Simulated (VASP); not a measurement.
Here is a VASP 6.6.1 calculation.

Contents of INCAR:

```
PREC = Accurate
ENCUT = 520
EDIFF = 1E-6
ISMEAR = -1
SIGMA = 0.05
LREAL = False
LASPH = True
NELM = 80
ALGO = Normal
ISIF = 2
LWAVE = False
LCHARG = False
GGA = PS
NBANDS = 12
```

File KPOINTS:

```
Automatic mesh
0
Gamma
  18 18 18
```

The input POSCAR:

```
Ta
1.0
   -1.6068575586      1.6068575586      1.6068575586
    1.6068575586     -1.6068575586      1.6068575586
    1.6068575586      1.6068575586     -1.6068575586
Ta
1
Direct
    0.0000000000      0.0000000000      0.0000000000
```

Potentials or basis: VASP PAW PBE potentials, release 64 (Ta_pv).

Command:

```bash
$ cat potpaw_PBE.64/Ta_pv/POTCAR > POTCAR
$ mpirun -np 1 vasp_std > vasp.out
```

Task: Predict the pressure.

Result: 14.9 GPa.

Caveat: the PAW data sets were made with another functional, which shifts forces and pressure a little.
